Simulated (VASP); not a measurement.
Set up this calculation in VASP 6.6.1, as the native input.

- Task: relaxation of the atoms
- Functional: PBE
- Potentials or basis: VASP PAW PBE potentials, release 64 (C, Ti_sv)
- Cutoff: 520 eV
- k mesh: 12 × 12 × 1
- Occupations: gaussian, width 0.1 eV
- Spin: no spin polarisation
- Dipole correction: yes
- Further INCAR settings: ALGO = Fast; EDIFF = 1e-06; IBRION = 2; EDIFFG = -0.02; NSW = 80

The structure of Ti5C6 lies in POSCAR:

```
Ti5C6
1.0
    3.0638392726      0.0000000000      0.0000000000
   -1.5319196363      2.6533626432      0.0000000000
    0.0000000000      0.0000000000     27.5080714528
C Ti
6 5
Direct
    0.3333333333      0.6666666667      0.2726472487
    0.0000000000      0.0000000000      0.3635883492
    0.6666666667      0.3333333333      0.4545294497
    0.3333333333      0.6666666667      0.5454705503
    0.0000000000      0.0000000000      0.6364116508
    0.6666666667      0.3333333333      0.7273527513
    0.6666666667      0.3333333333      0.3181177990
    0.3333333333      0.6666666667      0.4090588995
    0.0000000000      0.0000000000      0.5000000000
    0.6666666667      0.3333333333      0.5909411005
    0.3333333333      0.6666666667      0.6818822010
```

One way to write it, as run:

INCAR

```
SYSTEM = Ti5C6
PREC = Accurate ; ENCUT = 520
EDIFF = 1E-6 ; ISMEAR = 0
SIGMA = 0.1 ; LREAL = .FALSE.
LASPH = .TRUE. ; NELM = 60
ALGO = Fast ; ISIF = 2
LWAVE = .FALSE. ; LCHARG = .FALSE.
LDIPOL = .TRUE. ; IDIPOL = 3
DIPOL = 0.5 0.5 0.500 ; GGA = PE
IBRION = 2 ; NSW = 80
EDIFFG = -0.02 ; KPAR = 4
```

KPOINTS

```
Automatic mesh
0
G
  12 12 1
  0 0 0
```

Potentials or basis: VASP PAW PBE potentials, release 64 (C, Ti_sv).

Run with:

```sh
$ cat potpaw_PBE.64/C/POTCAR potpaw_PBE.64/Ti_sv/POTCAR > POTCAR
$ mpirun -np 4 vasp_std > vasp.out
```

Results of the run:

```yaml
Energy_gained_by_relaxing: 10.9 meV/atom
Ionic_steps: 16
Largest_force_after_relaxing: 0.017 eV/Å
Band_gap_on_the_k_mesh: zero (bands 42 and 43 overlap by 1.05 eV)
```

Run time: 54 min on 4 MPI ranks on Oxide Virtual Turin-like Processor, with other jobs on the host, peak memory 0.46 GiB a rank.
